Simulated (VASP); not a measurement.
**Be: single point with PBEsol**

Crystal: Be.

```
CELL_PARAMETERS angstrom
2.18883 0.00000 0.00000
-1.09441 1.89558 0.00000
0.00000 0.00000 3.45290
ATOMIC_POSITIONS crystal
Be 0.33333 0.66667 0.25000
Be 0.66667 0.33333 0.75000
```

```yaml
Program: VASP 6.6.1
Task: single point
Functional: PBEsol
Potentials_or_basis: VASP PAW PBE potentials, release 64 (Be)
Cutoff: 520 eV
k_mesh: 20 × 20 × 11
Occupations: fermi-dirac, width 0.08 eV
Spin: no spin polarisation
Dipole_correction: no
Further_INCAR_settings: ALGO = Normal; EDIFF = 1e-06; NBANDS = 9
```

```yaml
Pressure: 13.5 GPa
Band_gap_on_the_k_mesh: zero (bands 2 and 3 overlap by 1.49 eV)
```

Levels at points of the mesh, in eV from the Fermi level:
```csv
k point,band 1,band 2,band 3,band 4,band 5,band 6
"(0.00, 0.00, 0.00)",-11.79,-4.75,1.54,17.41,17.41,20.44
"(0.50, 0.00, 0.00)",-5.31,-3.12,3.96,6.93,7.51,10.24
```

It took 30 s on 1 thread of Intel Xeon 8259CL, with other jobs on the host, peak memory 0.14 GiB.

Caveat: the cell stands under pressure; the PAW data sets were made with another functional, which shifts forces and pressure a little.
